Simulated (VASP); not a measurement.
# HC2 in VASP: relaxation of the atoms with LDA

Aim: the relaxation of the atoms of HC2 with LDA.

Program: VASP 6.6.1. These are calculated values, not measurements. Logs are shortened: lines on timing, memory, paths and dates and some standing lists are left out, and cuts for length are marked.

## (1) The cell of the first run

The cell holds a slab with vacuum, 30 atoms: a = 5.049 Å, b = 5.049 Å, c = 17.165 Å, α = 90.00°, β = 90.00°, γ = 90.00°.

## (2) Relaxation of the atoms, LDA

File INCAR:

```
PREC = Accurate
ENCUT = 520
EDIFF = 1E-7
ISMEAR = 0
SIGMA = 0.05
LREAL = Auto
LASPH = T
NELM = 80
ALGO = Normal
ISIF = 2
LWAVE = F
LCHARG = F
IBRION = 2
NSW = 80
EDIFFG = -0.03
```

File KPOINTS:

```
Automatic mesh
0
Gamma
  2 2 1
```

File POSCAR:

```
HC2
1.0
    5.0487420000      0.0000000000      0.0000000000
    0.0000000000      5.0487420000      0.0000000000
    0.0000000000      0.0000000000     17.1647000000
H C
10 20
Selective dynamics
Direct
    0.4277868000      0.0000000000      0.0582591000  F F F
    0.0722132000      0.0000000000      0.0582591000  F F F
    0.9277868000      0.0000000000      0.0582591000  F F F
    0.5722132000      0.0000000000      0.0582591000  F F F
    0.4277868000      0.5000000000      0.0582591000  F F F
    0.0722132000      0.5000000000      0.0582591000  F F F
    0.9277868000      0.5000000000      0.0582591000  F F F
    0.5722132000      0.5000000000      0.0582591000  F F F
    0.3625736000      0.6800305000      0.3107948000  T T T
    0.2172596000      0.7324919000      0.3107948000  T T T
    0.2500000000      0.0000000000      0.0952362000  F F F
    0.7500000000      0.0000000000      0.0952362000  F F F
    0.2500000000      0.5000000000      0.0952362000  F F F
    0.7500000000      0.5000000000      0.0952362000  F F F
    0.2500000000      0.2500000000      0.1472324000  F F F
    0.7500000000      0.2500000000      0.1472324000  F F F
    0.2500000000      0.7500000000      0.1472324000  F F F
    0.7500000000      0.7500000000      0.1472324000  F F F
    0.0000000000      0.2500000000      0.1992286000  T T T
    0.5000000000      0.2500000000      0.1992286000  T T T
    0.0000000000      0.7500000000      0.1992286000  T T T
    0.5000000000      0.7500000000      0.1992286000  T T T
    0.0000000000      0.0000000000      0.2512249000  T T T
    0.5000000000      0.0000000000      0.2512249000  T T T
    0.0000000000      0.5000000000      0.2512249000  T T T
    0.5000000000      0.5000000000      0.2512249000  T T T
    0.2500000000      0.0969069000      0.3008908000  T T T
    0.7500000000      0.0969069000      0.3008908000  T T T
    0.2500000000      0.4030931000      0.2799175000  T T T
    0.7500000000      0.4030931000      0.2799175000  T T T
```

Potentials or basis: VASP PAW LDA potentials, release 64 (H, C).

Run with:

```
> cat potpaw_LDA.64/H/POTCAR potpaw_LDA.64/C/POTCAR > POTCAR
> mpirun -np 1 vasp_std > vasp.out
```

OUTCAR:

```text
PREC = Accurate
   ENCUT = 520
   EDIFF = 1E-7
   ISMEAR = 0
   LREAL = Auto
   LASPH = T
   NELM = 80
   ISIF = 2
   IBRION = 2
   NSW = 80
   EDIFFG = -0.03

 ion  position               nearest neighbor table
   1  0.428  0.000  0.058-   4 0.73  11 1.10
   2  0.072  0.000  0.058-   3 0.73  11 1.10
   3  0.928  0.000  0.058-   2 0.73  12 1.10
   4  0.572  0.000  0.058-   1 0.73  12 1.10
   5  0.428  0.500  0.058-   8 0.73  13 1.10
   6  0.072  0.500  0.058-   7 0.73  13 1.10
   7  0.928  0.500  0.058-   6 0.73  14 1.10
   8  0.572  0.500  0.058-   5 0.73  14 1.10
   9  0.363  0.680  0.311-  10 0.78
  10  0.217  0.732  0.311-   9 0.78
  11  0.250  0.000  0.095-   1 1.10   2 1.10  15 1.55  17 1.55
  12  0.750  0.000  0.095-   3 1.10   4 1.10  16 1.55  18 1.55
  13  0.250  0.500  0.095-   5 1.10   6 1.10  15 1.55  17 1.55
  14  0.750  0.500  0.095-   7 1.10   8 1.10  16 1.55  18 1.55
  15  0.250  0.250  0.147-  11 1.55  13 1.55  19 1.55  20 1.55
  16  0.750  0.250  0.147-  12 1.55  14 1.55  19 1.55  20 1.55
  17  0.250  0.750  0.147-  11 1.55  13 1.55  21 1.55  22 1.55
  18  0.750  0.750  0.147-  12 1.55  14 1.55  21 1.55  22 1.55
  19  0.000  0.250  0.199-  15 1.55  16 1.55  23 1.55  25 1.55  29 2.03  30 2.03
  20  0.500  0.250  0.199-  15 1.55  16 1.55  24 1.55  26 1.55  29 2.03  30 2.03
  21  0.000  0.750  0.199-  17 1.55  18 1.55  23 1.55  25 1.55
  22  0.500  0.750  0.199-  17 1.55  18 1.55  24 1.55  26 1.55
  23  0.000  0.000  0.251-  19 1.55  21 1.55  27 1.60  28 1.60
  24  0.500  0.000  0.251-  20 1.55  22 1.55  27 1.60  28 1.60
  25  0.000  0.500  0.251-  29 1.44  30 1.44  19 1.55  21 1.55
  26  0.500  0.500  0.251-  29 1.44  30 1.44  20 1.55  22 1.55
  27  0.250  0.097  0.301-  29 1.59  24 1.60  23 1.60
  28  0.750  0.097  0.301-  30 1.59  24 1.60  23 1.60
  29  0.250  0.403  0.280-  25 1.44  26 1.44  27 1.59  20 2.03  19 2.03
  30  0.750  0.403  0.280-  25 1.44  26 1.44  28 1.59  20 2.03  19 2.03

  LATTYP: Found a simple tetragonal cell.
 ALAT       =     5.0487420000
 C/A-ratio  =     3.3997974149

  Lattice vectors:

 A1 = (   5.0487420000,   0.0000000000,   0.0000000000)
 A2 = (   0.0000000000,   5.0487420000,   0.0000000000)
 A3 = (   0.0000000000,   0.0000000000,  17.1647000000)

Analysis of symmetry for initial positions (statically):
=====================================================================
 Subroutine PRICEL returns:
 Original cell was already a primitive cell.

 Routine SETGRP: Setting up the symmetry group for a
 simple tetragonal supercell.

 Subroutine GETGRP returns: Found  1 space group operations
 (whereof  1 operations were pure point group operations)
 out of a pool of 16 trial point group operations.

The static configuration has the point symmetry C_1 .

Analysis of symmetry for dynamics (positions and initial velocities):
=====================================================================
 Subroutine PRICEL returns:
 Original cell was already a primitive cell.

 Routine SETGRP: Setting up the symmetry group for a
 simple tetragonal supercell.

 Subroutine GETGRP returns: Found  1 space group operations
 (whereof  1 operations were pure point group operations)
 out of a pool of 16 trial point group operations.

The dynamic configuration has the point symmetry C_1 .

Analysis of constrained symmetry for selective dynamics:
=====================================================================
 Subroutine PRICEL returns:
 Original cell was already a primitive cell.

 Routine SETGRP: Setting up the symmetry group for a
 simple tetragonal supercell.

 Subroutine GETGRP returns: Found  1 space group operations
 (whereof  1 operations were pure point group operations)
 out of a pool of 16 trial point group operations.

The constrained configuration has the point symmetry C_1 .

 Subroutine INISYM returns: Found  1 space group operations
 (whereof  1 operations are pure point group operations),
 and found     1 'primitive' translations

----------------------------------------------------------------------------------------

                                     Primitive cell

  volume of cell :     437.5247

  direct lattice vectors                    reciprocal lattice vectors
     5.048742000  0.000000000  0.000000000     0.198069143  0.000000000  0.000000000
     0.000000000  5.048742000  0.000000000     0.000000000  0.198069143  0.000000000
     0.000000000  0.000000000 17.164700000     0.000000000  0.000000000  0.058259102

  length of vectors
     5.048742000  5.048742000 17.164700000     0.198069143  0.198069143  0.058259102

  position of ions in fractional coordinates (direct lattice)
[... 66 lines left out ...]
 KPOINTS: Automatic mesh

Automatic generation of k-mesh.
 Grid dimensions read from file:
 generate k-points for:    2    2    1

 Generating k-lattice:

  Cartesian coordinates                     Fractional coordinates (reciprocal lattice)
     0.099034571  0.000000000  0.000000000     0.500000000  0.000000000  0.000000000
     0.000000000  0.099034571  0.000000000     0.000000000  0.500000000  0.000000000
     0.000000000  0.000000000  0.058259102     0.000000000  0.000000000  1.000000000

  Length of vectors
     0.099034571  0.099034571  0.058259102

  Shift w.r.t. Gamma in fractional coordinates (k-lattice)
     0.000000000  0.000000000  0.000000000

 Subroutine IBZKPT returns following result:
 ===========================================

 Found      4 irreducible k-points:

 Following reciprocal coordinates:
            Coordinates               Weight
  0.000000  0.000000  0.000000      1.000000
  0.500000  0.000000  0.000000      1.000000
  0.000000  0.500000  0.000000      1.000000
  0.500000  0.500000  0.000000      1.000000
   k-points           NKPTS =      4   k-points in BZ     NKDIM =      4   number of bands    NBANDS=     61
   number of dos      NEDOS =    301   number of ions     NIONS =     30
   total plane-waves  NPLWV = 204800
   dimension x,y,z NGX =    40 NGY =   40 NGZ =  128
   dimension x,y,z NGXF=    80 NGYF=   80 NGZF=  256
   ions per type =              10  20
   NGX,Y,Z   is equivalent  to a cutoff of  13.17, 13.17, 12.40 a.u.
   NGXF,Y,Z  is equivalent  to a cutoff of  26.34, 26.34, 24.79 a.u.
 SYSTEM =  unknown system
   PREC   = accura    normal or accurate (medium, high low for compatibility)
   ISTART =      0    job   : 0-new  1-cont  2-samecut
   ICHARG =      2    charge: 1-file 2-atom 10-const
   ISPIN  =      1    spin polarized calculation?
   LNONCOLLINEAR =      F non collinear calculations
   LSORBIT =      F    spin-orbit coupling
   LASPH  =      T    aspherical Exc in radial PAW
   ENCUT  =  520.0 eV  38.22 Ry    6.18 a.u.   9.39  9.39 31.91*2*pi/ulx,y,z
   NELM   =     80;   NELMIN=  2; NELMDL= -5     # of ELM steps
   EDIFF  = 0.1E-06   stopping-criterion for ELM
   LREAL  =      T    real-space projection
   EDIFFG = -.3E-01   stopping-criterion for IOM
   NSW    =     80    number of steps for IOM
   IBRION =      2    ionic relax: 0-MD 1-quasi-New 2-CG
   NFREE  =      1    steps in history (QN), initial steepest desc. (CG)
   ISIF   =      2    stress and relaxation
   ISYM   =      2    0-nonsym 1-usesym 2-fastsym
   POTIM  = 0.5000    time-step for ionic-motion
   TEBEG  =    0.0;   TEEND  =   0.0 temperature during run
   PSTRESS=    0.0 pullay stress
   NELECT =      90.0000    total number of electrons
   NUPDOWN=      -1.0000    fix difference up-down
   EMIN   =  10.00;   EMAX   =-10.00  energy-range for DOS
   EFERMI =   0.00;   METHOD = LEGACY
   ISMEAR =     0;   SIGMA  =   0.05  broadening in eV -4-tet -1-fermi 0-gaus
   EFERMI_NEDOS =   21; number of points for ismear=-14 and -15
   IALGO  =     38    algorithm
   IMIX   =      4    mixing-type and parameters
     AMIX     =   0.40;   BMIX     =  1.00
     AMIX_MAG =   1.60;   BMIX_MAG =  1.00
  volume/ion in A,a.u.               =      14.58        98.42
  Fermi-wavevector in a.u.,A,eV,Ry     =   0.966395  1.826222 12.706751  0.933920
  Thomas-Fermi vector in A             =   2.096193
   LORBIT       =      0    0 simple, 1 ext, 2 COOP (PROOUT), +10 PAW based schemes
   GGA     = CA    functional components
   LHFCALC =     F    Hartree Fock is set to
   AEXX    =    0.0000 exact exchange contribution
   IVDW    =     0    specifies the selected vdW correction
   LEPSILON=     F    determine dielectric tensor
   LRPA    =     F    only Hartree local field effects (RPA)
 conjugate gradient relaxation of ions
 non-spin polarized calculation
 Gauss-broadening in eV      SIGMA  =   0.05
  energy-cutoff  :      520.00
  volume of cell :      437.52
 maximum number of plane-waves:     11843
 NGX is ok and might be reduce to    40
   NGX = 19   NGY = 19   NGZ = 63

--------------------------------------- Ionic step        1  -------------------------------------------

 number of electron      90.0000008 magnetization

 Free energy of the ion-electron system (eV)
  ---------------------------------------------------
  ext. energy  EPLUGINS =         0.00000000
  ---------------------------------------------------
  free energy    TOTEN  =      -210.04194743 eV

  energy without entropy =     -210.03077719  energy(sigma->0) =     -210.03636231

------------------------ aborting loop because EDIFF is reached ----------------------------------------

  FORCE on cell =-STRESS in cart. coord.  units (eV):
  Direction    XX          YY          ZZ          XY          YZ          ZX
  --------------------------------------------------------------------------------------
  -------------------------------------------------------------------------------------
  Total       74.5639355    -16.7935571      2.7829452     -1.3013684      3.6181844     -1.1392192
  in kB      273.0466366    -61.4965434     10.1909028     -4.7654976     13.2494760     -4.1717215
  external PRESSURE =      73.9136653 kB  Pullay stress =       0.0000000 kB
[... 173 lines left out ...]
  FREE ENERGIE OF THE ION-ELECTRON SYSTEM (eV)
  ---------------------------------------------------
  free  energy   TOTEN  =      -213.4587121620 eV

  energy  without entropy=     -213.4587121620  energy(sigma->0) =     -213.45871216

[... ionic steps 4 to 75 ...]

--------------------------------------- Ionic step       76  -------------------------------------------

 number of electron      90.0000004 magnetization

------------------------ aborting loop because EDIFF is reached ----------------------------------------
[... 123 lines left out ...]
--------------------------------------- Ionic step       78  -------------------------------------------

 number of electron      90.0000004 magnetization

 Free energy of the ion-electron system (eV)
  ---------------------------------------------------
  ext. energy  EPLUGINS =         0.00000000
  ---------------------------------------------------
  free energy    TOTEN  =      -216.19222743 eV

  energy without entropy =     -216.19222743  energy(sigma->0) =     -216.19222743

 E-fermi :   0.3238     XC(G=0):  -5.2268

 val. band max:        0.0353482849   @ k =   0.0000   0.5000   0.0000
 cond. band min:       0.9315373611   @ k =   0.0000   0.5000   0.0000
 fundamental gap:      0.8961890762
 Fermi energy:         0.3238445374

 k-point     1 :       0.0000    0.0000    0.0000
  band No.  band energies     occupation
      1     -21.3656      2.00000
      2     -19.0534      2.00000
      3     -17.0962      2.00000
      4     -16.7765      2.00000
      5     -16.4414      2.00000
      6     -16.4275      2.00000
[... 229 lines left out ...]
     56       5.7984      0.00000
     57       6.2827      0.00000
 [bands above 57 left out]

------------------------ aborting loop because EDIFF is reached ----------------------------------------

  FORCE on cell =-STRESS in cart. coord.  units (eV):
  Direction    XX          YY          ZZ          XY          YZ          ZX
  --------------------------------------------------------------------------------------
  -------------------------------------------------------------------------------------
  Total       73.2259448    -15.3467252     -6.5468004      0.0059284      0.0915835      0.0155799
  in kB      268.1470310    -56.1983709    -23.9738128      0.0217092      0.3353707      0.0570524
  external PRESSURE =      62.6582825 kB  Pullay stress =       0.0000000 kB
[... 45 lines left out ...]
  FREE ENERGIE OF THE ION-ELECTRON SYSTEM (eV)
  ---------------------------------------------------
  free  energy   TOTEN  =      -216.1922274316 eV

  energy  without entropy=     -216.1922274316  energy(sigma->0) =     -216.19222743

 reached required accuracy - stopping structural energy minimisation
```

Wall time 1.8 h (1 thread of Intel Xeon Platinum 8559C (Emerald Rapids), shared host); peak memory 0.42 GiB.

What came out:

* Free energy: -216.1922 eV
* Energy gained by relaxing: 205.0 meV/atom
* Ionic steps: 78
* Band gap on the k mesh: 0.90 eV

The path:
| step | energy change (eV) | largest force on free atoms (eV/Å) | pressure (GPa) |
| --- | --- | --- | --- |
| 1 | 0.0000 | 6.7052 | 7.39 |
| 3 | -3.4168 | 3.4827 | 7.92 |
| 5 | -4.0592 | 2.7675 | 9.16 |
| 7 | -4.3408 | 1.7918 | 8.86 |
| 9 | -4.7140 | 1.4936 | 8.37 |
| 11 | -5.1056 | 1.7159 | 8.47 |
| 13 | -5.4406 | 1.2215 | 8.23 |
| 15 | -5.7175 | 2.0125 | 7.35 |
| 17 | -5.8782 | 1.4746 | 6.80 |
| 19 | -5.9715 | 1.0226 | 6.84 |
| 21 | -6.0003 | 0.5991 | 6.65 |
| 23 | -6.0233 | 0.4266 | 6.47 |
| 25 | -6.0365 | 0.5424 | 6.56 |
| 27 | -6.0467 | 0.3883 | 6.54 |
| 29 | -6.0570 | 0.3692 | 6.47 |
| 31 | -6.0678 | 0.5475 | 6.51 |
| 33 | -6.0809 | 0.3226 | 6.50 |
| 35 | -6.0912 | 0.3150 | 6.52 |
| 37 | -6.0991 | 0.2887 | 6.45 |
| 39 | -6.1060 | 0.3511 | 6.33 |
| 41 | -6.1154 | 0.2327 | 6.35 |
| 43 | -6.1219 | 0.2247 | 6.30 |
| 45 | -6.1273 | 0.3176 | 6.19 |
| 47 | -6.1325 | 0.1816 | 6.22 |
| 49 | -6.1347 | 0.1234 | 6.26 |
| 51 | -6.1363 | 0.1345 | 6.30 |
| 53 | -6.1377 | 0.1367 | 6.31 |
| 55 | -6.1398 | 0.1382 | 6.31 |
| 57 | -6.1424 | 0.1520 | 6.34 |
| 59 | -6.1438 | 0.1048 | 6.34 |
| 61 | -6.1444 | 0.1674 | 6.33 |
| 63 | -6.1459 | 0.1184 | 6.32 |
| 65 | -6.1472 | 0.0905 | 6.29 |
| 67 | -6.1480 | 0.0851 | 6.25 |
| 69 | -6.1485 | 0.0959 | 6.23 |
| 71 | -6.1491 | 0.0805 | 6.22 |
| 73 | -6.1496 | 0.0781 | 6.25 |
| 75 | -6.1499 | 0.0623 | 6.26 |
| 77 | -6.1502 | 0.0341 | 6.26 |
| 78 | -6.1503 | 0.0298 | 6.27 |

Final structure:
```yaml
crystal:
  lattice:
    - [5.04874, 0.00000, 0.00000]
    - [0.00000, 5.04874, 0.00000]
    - [0.00000, 0.00000, 17.16470]
  atoms:
    - { symbol: H, position: [0.42779, 0.00000, 0.05826] }
    - { symbol: H, position: [0.07221, 0.00000, 0.05826] }
    - { symbol: H, position: [0.92779, 0.00000, 0.05826] }
    - { symbol: H, position: [0.57221, 0.00000, 0.05826] }
    - { symbol: H, position: [0.42779, 0.50000, 0.05826] }
    - { symbol: H, position: [0.07221, 0.50000, 0.05826] }
    - { symbol: H, position: [0.92779, 0.50000, 0.05826] }
    - { symbol: H, position: [0.57221, 0.50000, 0.05826] }
    - { symbol: H, position: [0.30492, 0.68875, 0.41557] }
    - { symbol: H, position: [0.28489, 0.83810, 0.40704] }
    - { symbol: C, position: [0.25000, 0.00000, 0.09524] }
    - { symbol: C, position: [0.75000, 0.00000, 0.09524] }
    - { symbol: C, position: [0.25000, 0.50000, 0.09524] }
    - { symbol: C, position: [0.75000, 0.50000, 0.09524] }
    - { symbol: C, position: [0.25000, 0.25000, 0.14723] }
    - { symbol: C, position: [0.75000, 0.25000, 0.14723] }
    - { symbol: C, position: [0.25000, 0.75000, 0.14723] }
    - { symbol: C, position: [0.75000, 0.75000, 0.14723] }
    - { symbol: C, position: [0.00004, 0.24993, 0.19329] }
    - { symbol: C, position: [0.49995, 0.24988, 0.19325] }
    - { symbol: C, position: [0.99999, 0.74991, 0.20435] }
    - { symbol: C, position: [0.49999, 0.74987, 0.20431] }
    - { symbol: C, position: [0.00002, 0.01699, 0.25268] }
    - { symbol: C, position: [0.49990, 0.01700, 0.25263] }
    - { symbol: C, position: [0.99994, 0.48272, 0.25275] }
    - { symbol: C, position: [0.50000, 0.48267, 0.25269] }
    - { symbol: C, position: [0.25004, 0.11321, 0.29184] }
    - { symbol: C, position: [0.74990, 0.11314, 0.29172] }
    - { symbol: C, position: [0.25002, 0.38614, 0.29169] }
    - { symbol: C, position: [0.74989, 0.38595, 0.29179] }
```

Levels at points of the mesh, in eV from the valence-band top:
| k point | band 42 | band 43 | band 44 | band 45 | band 46 | band 47 | band 48 | band 49 |
| --- | --- | --- | --- | --- | --- | --- | --- | --- |
| (0.00, 0.00, 0.00) | -1.99 | -0.62 | -0.56 | -0.14 | 0.92 | 1.89 | 2.32 | 3.81 |
| (0.50, 0.00, 0.00) | -2.44 | -2.44 | -1.06 | -0.92 | 1.49 | 1.74 | 3.50 | 3.50 |
| (0.00, 0.50, 0.00) | -1.82 | -0.66 | -0.35 | 0.00 | 0.90 | 1.76 | 3.13 | 3.28 |
| (0.50, 0.50, 0.00) | -3.09 | -3.09 | -0.86 | -0.75 | 1.49 | 1.79 | 4.08 | 4.08 |

Caveat: the k points lie up to 0.62 Å⁻¹ apart; there is no dipole correction, which matters where the two faces differ.
